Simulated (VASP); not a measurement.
# CoRu3 (P-6m2) in VASP: notebook, part 2 of 2

VASP 6.6.1. Earlier steps stand in the parts before.

### Step 4. Relaxation of cell and atoms, PBE, collinear spin, ferromagnetic start

Contents of INCAR:

```
PREC = Accurate
ENCUT = 600
EDIFF = 1E-7
ISMEAR = 0
SIGMA = 0.1
LREAL = F
LASPH = T
NELM = 150
ALGO = Normal
ISIF = 3
LWAVE = F
LCHARG = F
ISPIN = 2
MAGMOM = 3 0 0 0
LORBIT = 11
LMAXMIX = 4
GGA = PE
IBRION = 2
NSW = 90
EDIFFG = -0.04
```

Contents of KPOINTS:

```
Automatic mesh
0
Gamma
  6 6 2
```

Contents of POSCAR:

```
CoRu3
1.0
    2.5829527500      0.0000000000      0.0000000000
   -1.2914763800      2.2369027000      0.0000000000
    0.0000000000      0.0000000000      8.7531975700
Co Ru
1 3
Direct
    0.3333333300      0.6666666700      0.0000000000
    0.3333333300      0.6666666700      0.5000000000
    0.6666666700      0.3333333300      0.2500000000
    0.6666666700      0.3333333300      0.7500000000
```

Potentials or basis: VASP PAW PBE potentials, release 64 (Co, Ru_pv).

Started as:

```
$ cat potpaw_PBE.64/Co/POTCAR potpaw_PBE.64/Ru_pv/POTCAR > POTCAR
$ mpirun -np 1 vasp_std > vasp.out
```

OUTCAR:

```text
PREC = Accurate
   ENCUT = 600
   EDIFF = 1E-7
   ISMEAR = 0
   LREAL = F
   LASPH = T
   NELM = 150
   ISIF = 3
   ISPIN = 2
   LORBIT = 11
   GGA = PE
   IBRION = 2
   NSW = 90
   EDIFFG = -0.04

 ion  position               nearest neighbor table
   1  0.333  0.667  0.000-   3 2.65   4 2.65   3 2.65   4 2.65   3 2.65   4 2.65
   2  0.333  0.667  0.500-   3 2.65   4 2.65   3 2.65   4 2.65   3 2.65   4 2.65
   3  0.667  0.333  0.250-   1 2.65   2 2.65   1 2.65   2 2.65   1 2.65   2 2.65
   4  0.667  0.333  0.750-   1 2.65   2 2.65   1 2.65   2 2.65   1 2.65   2 2.65

  LATTYP: Found a hexagonal cell.
 ALAT       =     2.5829527500
 C/A-ratio  =     3.3888337950

  Lattice vectors:

 A1 = (   2.5829527500,   0.0000000000,   0.0000000000)
 A2 = (  -1.2914763800,   2.2369027000,   0.0000000000)
 A3 = (   0.0000000000,   0.0000000000,   8.7531975700)

Analysis of symmetry for initial positions (statically):
=====================================================================
 Subroutine PRICEL returns:
 Original cell was already a primitive cell.

 Routine SETGRP: Setting up the symmetry group for a
 hexagonal supercell.

 Subroutine GETGRP returns: Found 12 space group operations
 (whereof 12 operations were pure point group operations)
 out of a pool of 24 trial point group operations.

The static configuration has the point symmetry D_3h.

Analysis of symmetry for dynamics (positions and initial velocities):
=====================================================================
 Subroutine PRICEL returns:
 Original cell was already a primitive cell.

 Routine SETGRP: Setting up the symmetry group for a
 hexagonal supercell.

 Subroutine GETGRP returns: Found 12 space group operations
 (whereof 12 operations were pure point group operations)
 out of a pool of 24 trial point group operations.

The dynamic configuration has the point symmetry D_3h.

Analysis of structural, dynamic, and magnetic symmetry:
[... 149 lines left out ...]
  ---------------------------------------------------
  ext. energy  EPLUGINS =         0.00000000
  ---------------------------------------------------
  free energy    TOTEN  =       -33.94863128 eV

  energy without entropy =      -33.93368082  energy(sigma->0) =      -33.94115605

------------------------ aborting loop because EDIFF is reached ----------------------------------------

  FORCE on cell =-STRESS in cart. coord.  units (eV):
  Direction    XX          YY          ZZ          XY          YZ          ZX
  --------------------------------------------------------------------------------------
  -------------------------------------------------------------------------------------
  Total        9.2130019      9.2130019     -2.4940775     -0.0000000      0.0000000      0.0000000
  in kB      291.8646218    291.8646223    -79.0114880     -0.0000007      0.0000000      0.0000000
  external PRESSURE =     168.2392521 kB  Pullay stress =       0.0000000 kB
[... 25 lines left out ...]
--------------------------------------- Ionic step        2  -------------------------------------------

 number of electron      51.0000015 magnetization       1.5593645

 E-fermi :   9.8152     XC(G=0): -12.9898

 val. band max:        9.8138094836   @ k =   0.3333   0.1667   0.0000
 cond. band min:       9.8213735918   @ k =   0.3333   0.0000   0.5000
 fundamental gap:      0.0075641082
 Fermi energy:         9.8151873831

 spin component 1

 k-point     1 :       0.0000    0.0000    0.0000
  band No.  band energies     occupation
      1     -33.4151      1.00000
      2     -33.0458      1.00000
      3     -32.8874      1.00000
      4     -32.8874      1.00000
      5     -32.7950      1.00000
      6     -32.7950      1.00000
[... 1199 lines left out ...]
--------------------------------------- Ionic step        8  -------------------------------------------

 number of electron      50.9999996 magnetization       1.6243356

 Free energy of the ion-electron system (eV)
  ---------------------------------------------------
  ext. energy  EPLUGINS =         0.00000000
  ---------------------------------------------------
  free energy    TOTEN  =       -34.38430598 eV

  energy without entropy =      -34.36921991  energy(sigma->0) =      -34.37676294

 E-fermi :  12.0829     XC(G=0): -13.8167

 val. band max:       12.0613230190   @ k =   0.3333   0.0000   0.5000
 cond. band min:      12.1133900140   @ k =   0.3333   0.0000   0.0000
 fundamental gap:      0.0520669950
 Fermi energy:        12.0828913725

 spin component 1

 k-point     1 :       0.0000    0.0000    0.0000
  band No.  band energies     occupation
      1     -31.5863      1.00000
      2     -31.1217      1.00000
      3     -30.7880      1.00000
      4     -30.7880      1.00000
      5     -30.7405      1.00000
      6     -30.7041      1.00000
[... 1003 lines left out ...]
  FREE ENERGIE OF THE ION-ELECTRON SYSTEM (eV)
  ---------------------------------------------------
  free  energy   TOTEN  =       -34.3843059785 eV

  energy  without entropy=      -34.3692199059  energy(sigma->0) =      -34.37676294

 reached required accuracy - stopping structural energy minimisation

 total charge

# of ion       s       p       d       tot
------------------------------------------
    1        0.457   0.472   7.219   8.148
    2        0.410   6.318   5.959  12.688
    3        0.407   6.302   5.943  12.652
    4        0.407   6.302   5.943  12.652
--------------------------------------------------
tot          1.681  19.394  25.064  46.139

 magnetization (x)

# of ion       s       p       d       tot
------------------------------------------
    1        0.005  -0.006   1.565   1.563
    2       -0.004  -0.001  -0.028  -0.033
    3       -0.004  -0.007   0.069   0.059
    4       -0.004  -0.007   0.069   0.059
--------------------------------------------------
tot         -0.006  -0.020   1.675   1.649
```

CONTCAR:

```text
CoRu3
   1.00000000000000
     2.6961486119357816   -0.0000000002513794   -0.0000000000000000
    -1.3480743114047129    2.3349331923911794    0.0000000000000000
     0.0000000000000000    0.0000000000000000    8.3858382307584733
  Co              Ru
     1     3
Direct
     0.3333333300000021    0.6666666699999979    0.0000000000000000
     0.3333333300000021    0.6666666699999979    0.5000000000000000
     0.6666666699999979    0.3333333300000021    0.2456067456670715
     0.6666666699999979    0.3333333300000021    0.7543932543329285

  0.00000000E+00  0.00000000E+00  0.00000000E+00
  0.00000000E+00  0.00000000E+00  0.00000000E+00
  0.00000000E+00  0.00000000E+00  0.00000000E+00
  0.00000000E+00  0.00000000E+00  0.00000000E+00
```

It took 15 min on 1 thread of AMD EPYC 7R13, shared host; peak memory 0.22 GiB.

Results:

| Quantity | Value |
| --- | --- |
| Free energy | -34.3843 eV |
| Relaxed volume | 13.20 Å³/atom |
| Relaxed cell | a = 2.696 Å, b = 2.696 Å, c = 8.386 Å, α = 90.00°, β = 90.00°, γ = 120.00° |
| Space group after relaxing (to 0.1 Å) | P-6m2 (No. 187) |
| Energy gained by relaxing | 108.9 meV/atom |
| Ionic steps | 8 |
| Pressure after relaxing | -0.1 GPa |
| Net moment | 1.62 μB per cell |
| Site moments | Co +1.56; Ru -0.03, +0.06 (each value once) μB |
| Valence electrons inside the program's atomic spheres | Co 8.15; Ru 12.69, 12.65 (each value once) |

Step by step:
```csv
step,energy change (eV),largest force (eV/Å),pressure (GPa),volume (Å³)
1,0.0000,0.3919,16.82,50.57
2,0.3944,0.1448,-26.61,60.56
3,-0.3588,0.1508,-6.77,54.35
4,-0.3599,0.1606,-5.84,54.16
5,-0.3849,0.5789,5.71,51.93
6,-0.4256,0.3941,0.09,52.90
7,-0.4341,0.1579,-0.06,52.83
8,-0.4357,0.0004,-0.14,52.79
```

Final structure:
```
CELL_PARAMETERS angstrom
2.69615 0.00000 0.00000
-1.34807 2.33493 0.00000
0.00000 0.00000 8.38584
ATOMIC_POSITIONS crystal
Co 0.33333 0.66667 0.00000
Ru 0.33333 0.66667 0.50000
Ru 0.66667 0.33333 0.24561
Ru 0.66667 0.33333 0.75439
```

Levels at points of the mesh, in eV from the Fermi level:
Spin up:
```tsv
k point	band 22	band 23	band 24	band 25	band 26	band 27	band 28	band 29	band 30	band 31
(0.00, 0.00, 0.00)	-2.49	-2.15	-2.15	-1.93	-1.93	-0.50	-0.50	0.32	0.32	0.90
(0.50, 0.00, 0.00)	-1.30	-0.98	-0.60	0.20	1.20	1.37	1.58	1.66	1.90	2.90
(0.00, 0.00, 0.50)	-2.44	-2.44	-1.55	-1.55	-0.92	-0.83	-0.83	-0.78	0.40	0.40
(0.50, 0.00, 0.50)	-1.15	-0.25	-0.20	0.20	0.75	1.39	1.39	1.58	1.66	2.72
```
Spin down:
| k point | band 20 | band 21 | band 22 | band 23 | band 24 | band 25 | band 26 | band 27 | band 28 | band 29 |
| --- | --- | --- | --- | --- | --- | --- | --- | --- | --- | --- |
| (0.00, 0.00, 0.00) | -2.32 | -2.32 | -1.30 | -1.30 | -1.24 | -1.10 | -1.10 | 0.21 | 0.21 | 0.55 |
| (0.50, 0.00, 0.00) | -1.10 | -1.05 | -0.85 | 0.10 | 0.36 | 0.62 | 1.37 | 1.49 | 1.62 | 1.69 |
| (0.00, 0.00, 0.50) | -2.37 | -1.54 | -1.33 | -1.33 | -0.81 | -0.61 | -0.57 | -0.57 | -0.55 | -0.55 |
| (0.50, 0.00, 0.50) | -1.45 | -0.98 | 0.32 | 0.45 | 0.51 | 0.55 | 0.85 | 1.41 | 1.63 | 1.69 |

Caveat: the k points lie up to 0.45 Å⁻¹ apart in the final cell.

### Step 5. The runs side by side

| task | cell | cutoff (eV) | gap on the mesh (eV) | pressure (GPa) | moment (μB) |
| --- | --- | --- | --- | --- | --- |
| single point | a = 2.583, b = 2.583, c = 8.753 Å, angles 90.0, 90.0, 120.0°, 4 atoms, atomic positions A | 520 | none | 16.8 | 1.83 |
| single point | a = 2.695, b = 2.695, c = 8.396 Å, angles 90.0, 90.0, 120.0°, 4 atoms, atomic positions B | 520 | none | -0.2 | 1.63 |
| relaxation of cell and atoms | relaxed from a = 2.583, b = 2.583, c = 8.753 Å, angles 90.0, 90.0, 120.0°, 4 atoms, atomic positions A | 600 | none | -0.1 | 1.62 |

Alike in all rows: level PBE; potentials or basis VASP PAW PBE potentials, release 64 (Co, Ru_pv); spin collinear, ferromagnetic start; k mesh 6 × 6 × 2; smearing gaussian 0.1 eV.

Caveats: all runs use coarse meshes; an empty level that is flat over the whole mesh can mark a ghost state of the potentials, or a narrow d or f band (at least some runs).

Total energies depend on the potentials used, so only differences within one code and one set of settings carry meaning.
